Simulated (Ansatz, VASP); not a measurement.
CoO: VASP beside Ansatz

```
Co O
1.0
     1.60222    0.92504    5.13294
    -1.60222    0.92504    5.13294
     0.00000   -1.85008    5.13294
Co O
2 2
Direct
  0.99949 0.99949 0.99949
  0.49949 0.49949 0.49949
  0.37550 0.37550 0.37550
  0.87553 0.87553 0.87553
```

Alike in both runs: task single point; functional PBE; k mesh 12 × 12 × 12; occupations gaussian, width 0.01 eV; collinear spin.

|  | VASP | Ansatz |
| --- | --- | --- |
| version | VASP 6.6.1 | Ansatz 0.2.0 |
| potentials or method | VASP PAW PBE potentials, release 64 (Co, O), cutoff 520 eV | scalar-relativistic, plane waves, PAW |
| valence electrons in the cell | 30 | 46 |

```csv
,VASP,Ansatz,Ansatz less VASP
gap on the k mesh at the Fermi level (eV),0.14,0.06,-0.078
least direct gap on the mesh (eV),0.39,0.35,-0.035
pressure (GPa),-0.9,-0.9,+0.02
"traceless stress, the component that is largest in VASP (GPa)",-1.37,-1.46,-0.092
rms of the force components (eV/Å),0.078,0.079,+0.0005
net moment per atom (μB),0.00,0.00,0.000
size of the moment on the site where the two differ most (μB),2.23,2.07,-0.168
```

Site moments also hang on the region over which each program counts them. Atom by atom the forces differ by 0.001 eV/Å (rms over components). VASP's potentials hold 30 valence electrons a cell and Ansatz's 46, so a difference there can come from the potentials and not from the codes.
